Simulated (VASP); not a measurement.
# ZrSi2 (I4/mmm) in VASP: settings compared, part 2 of 2

VASP 6.6.1. The steps go on from the part before.

## (5) Relaxation of shape and atoms at fixed volume, PBE (17.68 Å³/atom)

This run uses another cell than the first one, of 17.68 Å³/atom.

INCAR

```
SYSTEM = ZrSi2
PREC     = Accurate       ! precision mode
ENCUT    = 600            ! plane-wave cutoff, eV
EDIFF    = 1E-6           ! SCF threshold, eV
ISMEAR   = 0              ! smearing method
SIGMA    = 0.05           ! smearing width, eV
LREAL    = .FALSE.        ! projectors in reciprocal space
LASPH    = .TRUE.         ! aspherical terms in the spheres
NELM     = 60             ! most SCF steps
ALGO     = Fast           ! electronic algorithm
ISIF     = 4              ! what is computed and relaxed
LWAVE    = .FALSE.        ! write WAVECAR
LCHARG   = .FALSE.        ! write CHGCAR
GGA      = PE             ! functional
IBRION   = 2              ! ionic algorithm
NSW      = 60             ! ionic steps
EDIFFG   = -0.01          ! ionic threshold
```

KPOINTS

```
Automatic mesh
0
G
  14 14 14
  0 0 0
```

POSCAR

```
ZrSi2
1.0
   -1.6838339806      1.6838339806      4.6759877413
    1.6838339806     -1.6838339806      4.6759877413
    1.6838339806      1.6838339806     -4.6759877413
Zr Si
1 2
Direct
    0.0000000000      0.0000000000      0.0000000000
    0.3098160555      0.3098160555      0.0000000000
    0.6901839445      0.6901839445      0.0000000000
```

Potentials or basis: VASP PAW PBE potentials, release 64 (Zr_sv, Si).

The run is started by

```console
$ cat potpaw_PBE.64/Zr_sv/POTCAR potpaw_PBE.64/Si/POTCAR > POTCAR
$ mpirun -np 1 vasp_std > vasp.out
```

OUTCAR:

```text
SYSTEM = ZrSi2
   PREC = Accurate
   ENCUT = 600
   EDIFF = 1E-6
   ISMEAR = 0
   LREAL = .FALSE.
   LASPH = .TRUE.
   NELM = 60
   ISIF = 4
   GGA = PE
   IBRION = 2
   NSW = 60
   EDIFFG = -0.01

 ion  position               nearest neighbor table
   1  0.000  0.000  0.000-   2 2.90   3 2.90   3 2.97   3 2.97   2 2.97   2 2.97   3 2.97   3 2.97
                             2 2.97   2 2.97
   2  0.310  0.310  0.000-   3 2.63   3 2.63   3 2.63   3 2.63   1 2.90   1 2.97   1 2.97   1 2.97
                             1 2.97
   3  0.690  0.690  0.000-   2 2.63   2 2.63   2 2.63   2 2.63   1 2.90   1 2.97   1 2.97   1 2.97
                             1 2.97

  LATTYP: Found a body centered tetragonal cell.
 ALAT       =     3.3676679612
 C/A-ratio  =     2.7769885839

  Lattice vectors:

 A1 = (  -1.6838339806,   1.6838339806,   4.6759877413)
[... 280 lines left out ...]
      6       4.7949      2.00000
      7       5.0382      2.00000
      8       7.8208      2.00000
      9       7.8208      2.00000
     10       8.2371      2.00000
     11      11.0598      0.00000
     12      12.3785      0.00000
     13      12.3930      0.00000
     14      13.3193      0.00000
[... 377 lines left out ...]
      1     -39.5957      2.00000
      2     -17.7040      2.00000
      3     -17.6778      2.00000
      4     -17.5452      2.00000
      5      -1.1799      2.00000
      6       3.1772      2.00000
      7       5.1095      2.00000
      8       6.9117      2.00000
      9       7.4032      2.00000
     10       8.5362      2.00000
     11       9.7486      0.00000
     12      11.7379      0.00000
     13      12.1681      0.00000
     14      13.2642      0.00000

 [... further k-points ...]

------------------------ aborting loop because EDIFF is reached ----------------------------------------

  FORCE on cell =-STRESS in cart. coord.  units (eV):
  Direction    XX          YY          ZZ          XY          YZ          ZX
  --------------------------------------------------------------------------------------
  -------------------------------------------------------------------------------------
  Total       -2.4921478     -2.4921478     -2.4822593      0.0000000      0.0000000      0.0000000
  in kB      -75.2926331    -75.2926331    -74.9938821      0.0000000      0.0000000      0.0000000
  external PRESSURE =     -75.1930494 kB  Pullay stress =       0.0000000 kB
[... 18 lines left out ...]
  FREE ENERGIE OF THE ION-ELECTRON SYSTEM (eV)
  ---------------------------------------------------
  free  energy   TOTEN  =       -20.4556217256 eV

  energy  without entropy=      -20.4522468818  energy(sigma->0) =      -20.45393430

 reached required accuracy - stopping structural energy minimisation
```

It took 8.2 min on 1 thread of Oxide Virtual Turin-like, shared host; peak memory 0.4 GiB.

Results:

```
Free energy                  : -20.4556 eV
Energy gained by relaxing    : 0.1 meV/atom
Ionic steps                  : 3
Pressure after relaxing      : -7.5 GPa
Largest force after relaxing : 0.008 eV/Å
Band gap on the k mesh       : zero (bands 10 and 11 overlap by 1.34 eV)
```

Forces on the atoms (eV/Å):
```
Zr   0.000  0.000  0.000
Si   0.000  0.000 -0.008
Si   0.000  0.000  0.008
```

Step by step:
| step | energy change (eV) | largest force (eV/Å) | pressure (GPa) | volume (Å³) |
| --- | --- | --- | --- | --- |
| 1 | 0.0000 | 0.0226 | -7.57 | 53.03 |
| 2 | -0.0002 | 0.0106 | -7.53 | 53.03 |
| 3 | -0.0002 | 0.0076 | -7.52 | 53.03 |

Final structure:
```cif
data_structure
_symmetry_space_group_name_H-M 'P 1'
_symmetry_Int_Tables_number 1
_cell_length_a 5.2392
_cell_length_b 5.2392
_cell_length_c 5.2392
_cell_angle_alpha 142.461
_cell_angle_beta 142.461
_cell_angle_gamma 54.135
_cell_volume 53.03
loop_
_atom_site_label
_atom_site_type_symbol
_atom_site_fract_x
_atom_site_fract_y
_atom_site_fract_z
_atom_site_occupancy
Zr1 Zr 0.00000 0.00000 0.00000 1
Si1 Si 0.30967 0.30967 0.00000 1
Si2 Si 0.69033 0.69033 0.00000 1
```

## (6) Overview

| task | level | potentials or basis | cell | cutoff (eV) | gap on the mesh (eV) | pressure (GPa) | largest force (eV/Å) |
| --- | --- | --- | --- | --- | --- | --- | --- |
| single point | PBEsol | VASP PAW PBE potentials, release 64 (Zr_sv, Si) | a = 5.141 Å, angles 142.7, 142.7, 53.8°, 3 atoms, atomic positions A | 520 | none | -3.4 | 0.05 |
| single point | LDA | VASP PAW LDA potentials, release 64 (Zr_sv, Si) | a = 5.141 Å, angles 142.7, 142.7, 53.8°, 3 atoms, atomic positions A | 520 | none | -5.8 | 0.01 |
| single point | PBE | VASP PAW PBE potentials, release 64 (Zr_sv, Si) | a = 5.170 Å, angles 142.6, 142.6, 53.9°, 3 atoms, atomic positions B | 520 | none | -2.4 | - |
| relaxation of shape and atoms at fixed volume | PBE | VASP PAW PBE potentials, release 64 (Zr_sv, Si) | relaxed from a = 5.247 Å, angles 142.6, 142.6, 54.0°, 3 atoms, atomic positions C | 600 | none | -7.5 | 0.01 |

Alike in all rows: no spin polarisation; k mesh 14 × 14 × 14; smearing gaussian 0.05 eV.

Caveats: the cell stands under tension (at least some runs); the PAW data sets were made with another functional, which shifts forces and pressure a little (at least some runs).

Total energies depend on the potentials used, so only differences within one code and one set of settings carry meaning.
